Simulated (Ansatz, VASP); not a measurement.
**Two plane-wave programs on PtSe2**

```
CELL_PARAMETERS angstrom
3.76072 0.00000 0.00000
-1.88036 3.25688 0.00000
0.00000 0.00000 5.15511
ATOMIC_POSITIONS crystal
Pt 0.00000 0.00000 0.00000
Se 0.33333 0.66667 0.26068
Se 0.66667 0.33333 0.73932
```

Change from the starting cell: strain +0.0600 x Voigt [0, 0, 1, 0, 0, 0], atoms carried along.

Alike in both runs: task single point; functional PBEsol; k mesh 12 × 12 × 10; occupations gaussian, width 0.15 eV; no spin polarisation.

|  | VASP | Ansatz |
| --- | --- | --- |
| version | VASP 6.6.1 | Ansatz 0.2.0 |
| potentials or method | VASP PAW PBE potentials, release 64 (Pt, Se), cutoff 520 eV | scalar-relativistic, plane waves, PAW |
| valence electrons in the cell | 22 | 50 |

Ansatz gave:

| Item | Value |
| --- | --- |
| gap on the k mesh at the Fermi level (eV) | none |
| pressure (GPa) | -5.3 |
| traceless stress, the component that is largest in VASP (GPa) | -0.98 |
| rms of the force components (eV/Å) | 0.336 |

Which values does VASP return?

gap on the k mesh at the Fermi level (eV): none; pressure (GPa): -5.3; traceless stress, the component that is largest in VASP (GPa): -1.00; rms of the force components (eV/Å): 0.331.

VASP's potentials were made for PBE, not for PBEsol. Atom by atom the forces differ by 0.005 eV/Å (rms over components). A gap of «none» marks a metal or a gap that the smearing closes. With one functional, cell and mesh, what is left measures potentials, basis and numerics. VASP's potentials hold 22 valence electrons a cell and Ansatz's 50, so a difference there can come from the potentials and not from the codes.

Neither program's run includes spin-orbit coupling.
